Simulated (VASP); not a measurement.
# V (Fd-3m) in VASP: a series of runs

The runs below take V through single point, relaxation of cell and atoms, with PBEsol.

Everything below comes from runs of VASP 6.6.1. Logs are shortened: lines on timing, memory, paths and dates and some standing lists are left out, and cuts for length are marked.

## (1) The cell of the first run

It takes space group Fd-3m (No. 227, cubic). Conventional cell: a = 3.824 Å, b = 3.824 Å, c = 3.824 Å, α = 90.00°, β = 90.00°, γ = 90.00°. Within 2.2 Å of V (site symmetry -43m) lie 4 V at 1.66 Å.

This isn't the form of V at room conditions, which is bcc.

## (2) Single point, PBEsol (6.99 Å³/atom)

File INCAR:

```
PREC = Accurate
ENCUT = 520
EDIFF = 1E-6
ISMEAR = -1
SIGMA = 0.08
LREAL = False
LASPH = True
NELM = 60
ALGO = Normal
ISIF = 2
LWAVE = False
LCHARG = False
GGA = PS
NBANDS = 20
```

File KPOINTS:

```
Automatic mesh
0
Gamma
  14 14 14
```

File POSCAR:

```
V
1.0
    0.0000000000      1.9120973088      1.9120973088
    1.9120973088      0.0000000000      1.9120973088
    1.9120973088      1.9120973088      0.0000000000
V
2
Direct
   -0.1250000000     -0.1250000000     -0.1250000000
    0.1250000000      0.1250000000      0.1250000000
```

Potentials or basis: VASP PAW PBE potentials, release 64 (V_sv).

Run with:

```sh
> cat potpaw_PBE.64/V_sv/POTCAR > POTCAR
> mpirun -np 1 vasp_std > vasp.out
```

OUTCAR:

```text
PREC = Accurate
   ENCUT = 520
   EDIFF = 1E-6
   ISMEAR = -1
   LREAL = False
   LASPH = True
   NELM = 60
   ISIF = 2
   GGA = PS

 ion  position               nearest neighbor table
   1  0.875  0.875  0.875-   2 1.66   2 1.66   2 1.66   2 1.66
   2  0.125  0.125  0.125-   1 1.66   1 1.66   1 1.66   1 1.66

  LATTYP: Found a face centered cubic cell.
 ALAT       =     3.8241946176

  Lattice vectors:

 A1 = (   0.0000000000,   1.9120973088,   1.9120973088)
 A2 = (   1.9120973088,   0.0000000000,   1.9120973088)
 A3 = (   1.9120973088,   1.9120973088,   0.0000000000)

Analysis of symmetry for initial positions (statically):
=====================================================================
 Subroutine PRICEL returns:
 Original cell was already a primitive cell.

 Routine SETGRP: Setting up the symmetry group for a
 face centered cubic supercell.

 Subroutine GETGRP returns: Found 48 space group operations
 (whereof 12 operations were pure point group operations)
 out of a pool of 48 trial point group operations.

The static configuration has the point symmetry D_3d.
 The point group associated with its full space group is O_h .

Analysis of symmetry for dynamics (positions and initial velocities):
=====================================================================
 Subroutine PRICEL returns:
 Original cell was already a primitive cell.

 Routine SETGRP: Setting up the symmetry group for a
 face centered cubic supercell.

 Subroutine GETGRP returns: Found 48 space group operations
 (whereof 12 operations were pure point group operations)
 out of a pool of 48 trial point group operations.

The dynamic configuration has the point symmetry D_3d.
 The point group associated with its full space group is O_h .

 Subroutine INISYM returns: Found 48 space group operations
 (whereof 12 operations are pure point group operations),
 and found     1 'primitive' translations

----------------------------------------------------------------------------------------

                                     Primitive cell

  volume of cell :      13.9817

  direct lattice vectors                    reciprocal lattice vectors
     0.000000000  1.912097309  1.912097309    -0.261492968  0.261492968  0.261492968
     1.912097309  0.000000000  1.912097309     0.261492968 -0.261492968  0.261492968
     1.912097309  1.912097309  0.000000000     0.261492968  0.261492968 -0.261492968

  length of vectors
     2.704113947  2.704113947  2.704113947     0.452919106  0.452919106  0.452919106

  position of ions in fractional coordinates (direct lattice)
     0.875000000  0.875000000  0.875000000
     0.125000000  0.125000000  0.125000000

  ion indices of the primitive-cell ions
   primitive index   ion index
                 1           1
                 2           2

----------------------------------------------------------------------------------------

 KPOINTS: Automatic mesh

Automatic generation of k-mesh.
 Grid dimensions read from file:
 generate k-points for:   14   14   14

 Generating k-lattice:

  Cartesian coordinates                     Fractional coordinates (reciprocal lattice)
    -0.018678069  0.018678069  0.018678069     0.071428571  0.000000000  0.000000000
     0.018678069 -0.018678069  0.018678069     0.000000000  0.071428571  0.000000000
     0.018678069  0.018678069 -0.018678069     0.000000000  0.000000000  0.071428571

  Length of vectors
     0.032351365  0.032351365  0.032351365

  Shift w.r.t. Gamma in fractional coordinates (k-lattice)
     0.000000000  0.000000000  0.000000000

 Subroutine IBZKPT returns following result:
 ===========================================

 Found    104 irreducible k-points:

 Following reciprocal coordinates:
            Coordinates               Weight
  0.000000  0.000000  0.000000      1.000000
  0.071429  0.000000  0.000000      8.000000
  0.142857  0.000000  0.000000      8.000000
  0.214286  0.000000  0.000000      8.000000
  0.285714  0.000000  0.000000      8.000000
  0.357143  0.000000  0.000000      8.000000
[... 16 lines left out ...]
  0.214286  0.142857  0.000000     24.000000
  0.285714  0.142857  0.000000     24.000000
 [... further k-points ...]
   k-points           NKPTS =    104   k-points in BZ     NKDIM =    104   number of bands    NBANDS=     20
   number of dos      NEDOS =    301   number of ions     NIONS =      2
   total plane-waves  NPLWV =   8000
   dimension x,y,z NGX =    20 NGY =   20 NGZ =   20
   dimension x,y,z NGXF=    40 NGYF=   40 NGZF=   40
   ions per type =               2
   NGX,Y,Z   is equivalent  to a cutoff of  12.30, 12.30, 12.30 a.u.
   NGXF,Y,Z  is equivalent  to a cutoff of  24.59, 24.59, 24.59 a.u.
 SYSTEM =  unknown system
   PREC   = accura    normal or accurate (medium, high low for compatibility)
   ISTART =      0    job   : 0-new  1-cont  2-samecut
   ICHARG =      2    charge: 1-file 2-atom 10-const
   ISPIN  =      1    spin polarized calculation?
   LNONCOLLINEAR =      F non collinear calculations
   LSORBIT =      F    spin-orbit coupling
   LASPH  =      T    aspherical Exc in radial PAW
   ENCUT  =  520.0 eV  38.22 Ry    6.18 a.u.   5.03  5.03  5.03*2*pi/ulx,y,z
   NELM   =     60;   NELMIN=  2; NELMDL= -5     # of ELM steps
   EDIFF  = 0.1E-05   stopping-criterion for ELM
   LREAL  =      F    real-space projection
   EDIFFG = 0.1E-04   stopping-criterion for IOM
   NSW    =      0    number of steps for IOM
   IBRION =     -1    ionic relax: 0-MD 1-quasi-New 2-CG
   NFREE  =      0    steps in history (QN), initial steepest desc. (CG)
   ISIF   =      2    stress and relaxation
   ISYM   =      2    0-nonsym 1-usesym 2-fastsym
   POTIM  = 0.5000    time-step for ionic-motion
   TEBEG  =    0.0;   TEEND  =   0.0 temperature during run
   PSTRESS=    0.0 pullay stress
   NELECT =      26.0000    total number of electrons
   NUPDOWN=      -1.0000    fix difference up-down
   EMIN   =  10.00;   EMAX   =-10.00  energy-range for DOS
   EFERMI =   0.00;   METHOD = LEGACY
   ISMEAR =    -1;   SIGMA  =   0.08  broadening in eV -4-tet -1-fermi 0-gaus
   EFERMI_NEDOS =   21; number of points for ismear=-14 and -15
   IALGO  =     38    algorithm
   IMIX   =      4    mixing-type and parameters
     AMIX     =   0.40;   BMIX     =  1.00
     AMIX_MAG =   1.60;   BMIX_MAG =  1.00
  volume/ion in A,a.u.               =       6.99        47.18
  Fermi-wavevector in a.u.,A,eV,Ry     =   2.013165  3.804330 55.142125  4.052832
  Thomas-Fermi vector in A             =   3.025475
   LORBIT       =      0    0 simple, 1 ext, 2 COOP (PROOUT), +10 PAW based schemes
   GGA     = PS    functional components
   LHFCALC =     F    Hartree Fock is set to
   AEXX    =    0.0000 exact exchange contribution
   IVDW    =     0    specifies the selected vdW correction
   LEPSILON=     F    determine dielectric tensor
   LRPA    =     F    only Hartree local field effects (RPA)
 non-spin polarized calculation
  energy-cutoff  :      520.00
  volume of cell :       13.98
 maximum number of plane-waves:       388
   NGX =  9   NGY =  9   NGZ =  9

 number of electron      26.0000000 magnetization

 Free energy of the ion-electron system (eV)
  ---------------------------------------------------
  ext. energy  EPLUGINS =         0.00000000
  ---------------------------------------------------
  free energy    TOTEN  =         1.73995986 eV

  energy without entropy =        1.77121963  energy(sigma->0) =        1.75558975

 E-fermi :  21.3323     XC(G=0): -16.6626

 val. band max:       21.3298361059   @ k =  -0.2857   0.0714   0.0000
 cond. band min:      21.3559208934   @ k =  -0.2143   0.2143   0.0714
 fundamental gap:      0.0260847875
 Fermi energy:        21.3323335898

 k-point     1 :       0.0000    0.0000    0.0000
  band No.  band energies     occupation
      1     -47.6934      2.00000
      2     -38.5675      2.00000
      3     -20.6360      2.00000
      4     -20.6360      2.00000
      5     -20.6360      2.00000
      6     -14.8588      2.00000
[... 12 lines left out ...]
     19      30.3753      0.00000
     20      38.6408      0.00000

 k-point     2 :       0.0714    0.0000    0.0000
  band No.  band energies     occupation
      1     -47.6259      2.00000
      2     -38.6908      2.00000
      3     -20.6959      2.00000
      4     -20.6959      2.00000
      5     -20.6320      2.00000
      6     -14.7885      2.00000
[... 12 lines left out ...]
     19      30.3636      0.00000
     20      37.7522      0.00000

 k-point     3 :       0.1429    0.0000    0.0000
  band No.  band energies     occupation
      1     -47.4278      2.00000
      2     -39.0418      2.00000
      3     -20.8553      2.00000
      4     -20.8553      2.00000
      5     -20.6326      2.00000
      6     -14.5751      2.00000
[... 12 lines left out ...]
     19      30.3189      0.00000
     20      36.9465      0.00000

 k-point     4 :       0.2143    0.0000    0.0000
  band No.  band energies     occupation
      1     -47.1143      2.00000
      2     -39.5689      2.00000
      3     -21.0676      2.00000
      4     -21.0676      2.00000
      5     -20.6611      2.00000
      6     -14.2595      2.00000
[... 12 lines left out ...]
     19      30.2159      0.00000
     20      36.6136      0.00000

 k-point     5 :       0.2857    0.0000    0.0000
  band No.  band energies     occupation
      1     -46.7156      2.00000
      2     -40.1954      2.00000
      3     -21.2833      2.00000
      4     -21.2833      2.00000
      5     -20.7236      2.00000
      6     -13.9499      2.00000
[... 12 lines left out ...]
     19      30.0249      0.00000
     20      36.2507      0.00000

 k-point     6 :       0.3571    0.0000    0.0000
  band No.  band energies     occupation
      1     -46.2876      2.00000
      2     -40.8211      2.00000
      3     -21.4629      2.00000
      4     -21.4629      2.00000
      5     -20.8012      2.00000
      6     -13.6871      2.00000
[... 12 lines left out ...]
     19      29.7285      0.00000
     20      35.1457      0.00000

 k-point     7 :       0.4286    0.0000    0.0000
  band No.  band energies     occupation
      1     -45.9300      2.00000
      2     -41.3118      2.00000
      3     -21.5805      2.00000
      4     -21.5805      2.00000
      5     -20.8643      2.00000
      6     -13.5130      2.00000
[... 12 lines left out ...]
     19      29.3644      0.00000
     20      33.3807      0.00000
[... 277 lines left out ...]
 k-point    20 :      -0.1429    0.0714    0.0000
  band No.  band energies     occupation
      1     -47.2765      2.00000
      2     -39.2997      2.00000
      3     -21.2067      2.00000
      4     -20.8748      2.00000
      5     -20.4617      2.00000
      6     -14.6152      2.00000
[... 12 lines left out ...]
     19      30.6984      0.00000
     20      36.7733      0.00000

 k-point    21 :      -0.0714    0.0714    0.0000
  band No.  band energies     occupation
      1     -47.5145      2.00000
      2     -38.8899      2.00000
      3     -20.9199      2.00000
      4     -20.7322      2.00000
      5     -20.5472      2.00000
      6     -14.7643      2.00000
[... 12 lines left out ...]
     19      30.5787      0.00000
     20      37.1583      0.00000

 k-point    22 :       0.1429    0.1429    0.0000
  band No.  band energies     occupation
      1     -47.3347      2.00000
      2     -39.2005      2.00000
      3     -21.1398      2.00000
      4     -21.1398      2.00000
      5     -20.1094      2.00000
      6     -15.1368      2.00000
[... 12 lines left out ...]
     19      30.9045      0.00000
     20      36.3981      0.00000

 k-point    23 :       0.2143    0.1429    0.0000
  band No.  band energies     occupation
      1     -47.0963      2.00000
      2     -39.5953      2.00000
      3     -21.3799      2.00000
      4     -21.3632      2.00000
      5     -19.8965      2.00000
      6     -15.1818      2.00000
[... 12 lines left out ...]
     19      30.9536      0.00000
     20      36.1984      0.00000

 k-point    24 :       0.2857    0.1429    0.0000
  band No.  band energies     occupation
      1     -46.7509      2.00000
      2     -40.1371      2.00000
      3     -21.6703      2.00000
      4     -21.5757      2.00000
      5     -19.7456      2.00000
      6     -15.0689      2.00000
[... 12 lines left out ...]
     19      30.8502      0.00000
     20      36.3916      0.00000

 [... further k-points ...]
[... 5 lines left out ...]
  --------------------------------------------------------------------------------------
  -------------------------------------------------------------------------------------
  Total       51.4189949     51.4189949     51.4189949      0.0000000     -0.0000000     -0.0000000
  in kB     5892.1554874   5892.1554874   5892.1554874      0.0000000     -0.0000000     -0.0000000
  external PRESSURE =    5892.1554874 kB  Pullay stress =       0.0000000 kB

 VOLUME and BASIS-vectors are now :
 -----------------------------------------------------------------------------
  energy-cutoff  :      520.00
  volume of cell :       13.98
      direct lattice vectors                 reciprocal lattice vectors
     0.000000000  1.912097309  1.912097309    -0.261492968  0.261492968  0.261492968
     1.912097309  0.000000000  1.912097309     0.261492968 -0.261492968  0.261492968
     1.912097309  1.912097309  0.000000000     0.261492968  0.261492968 -0.261492968

 POSITION                                       TOTAL-FORCE (eV/Angst)
 -----------------------------------------------------------------------------------
      3.34617      3.34617      3.34617         0.000000      0.000000     -0.000000
      0.47802      0.47802      0.47802         0.000000     -0.000000      0.000000
 -----------------------------------------------------------------------------------
    total drift:                                0.000000     -0.000000     -0.000000

  FREE ENERGIE OF THE ION-ELECTRON SYSTEM (eV)
  ---------------------------------------------------
  free  energy   TOTEN  =         1.7399598606 eV

  energy  without entropy=        1.7712196347  energy(sigma->0) =        1.75558975
```

Run time: 34 s. Hardware: 1 thread of Intel Xeon 8259CL, shared host; peak memory 0.14 GiB.

Results:

```yaml
Free_energy: 1.7400 eV
Pressure: 589.2 GPa
Band_gap_on_the_k_mesh: zero (bands 13 and 14 overlap by 3.23 eV)
```

Caveat: atoms lie so close that the PAW spheres overlap strongly, which falsifies energies and pressures; the cell stands under pressure; the PAW data sets were made with another functional, which shifts forces and pressure a little.

## (3) Single point, PBEsol (16.60 Å³/atom)

This run uses another cell than the first one, of 16.60 Å³/atom.

File INCAR:

```
SYSTEM = V
  PREC = Accurate
  ENCUT = 520
  EDIFF = 1E-7
  ISMEAR = -1
  SIGMA = 0.08
  LREAL = .False.
  LASPH = .True.
  NELM = 60
  ALGO = Normal
  ISIF = 2
  LWAVE = .False.
  LCHARG = .False.
  GGA = PS
  NBANDS = 20
```

File KPOINTS:

```
regular mesh
0
Gamma
  14 14 14
  0 0 0
```

File POSCAR:

```
V
1.0
    0.0000000000      2.5511218057      2.5511218057
    2.5511218057      0.0000000000      2.5511218057
    2.5511218057      2.5511218057      0.0000000000
V
2
Direct
   -0.1250000000     -0.1250000000     -0.1250000000
    0.1250000000      0.1250000000      0.1250000000
```

Potentials or basis: VASP PAW PBE potentials, release 64 (V_sv).

Run with:

```sh
> cat potpaw_PBE.64/V_sv/POTCAR > POTCAR
> mpirun -np 1 vasp_std > vasp.out
```

Run time: 1.7 min. Hardware: 1 thread of Intel Xeon 8259CL, shared host; peak memory 0.19 GiB.

The run converged. Its results:

```yaml
Free_energy: -14.3341 eV
Pressure: 5.1 GPa
Band_gap_on_the_k_mesh: zero (bands 13 and 14 overlap by 1.22 eV)
```

Levels at points of the mesh, in eV from the Fermi level:
| k point | band 11 | band 12 | band 13 | band 14 | band 15 | band 16 |
| --- | --- | --- | --- | --- | --- | --- |
| (0.00, 0.00, 0.00) | -1.38 | -0.64 | -0.64 | -0.64 | 1.67 | 1.67 |
| (0.50, 0.00, 0.00) | -1.31 | -1.31 | -0.70 | -0.70 | 0.50 | 2.61 |
| (0.50, 0.50, 0.00) | -0.60 | -0.60 | 0.51 | 0.51 | 1.28 | 1.28 |

Caveat: the cell stands under pressure; the PAW data sets were made with another functional, which shifts forces and pressure a little.

(Continued in part 2 of 2.)

The gap in the log of VASP goes by the Fermi energy; the results here count the filled bands.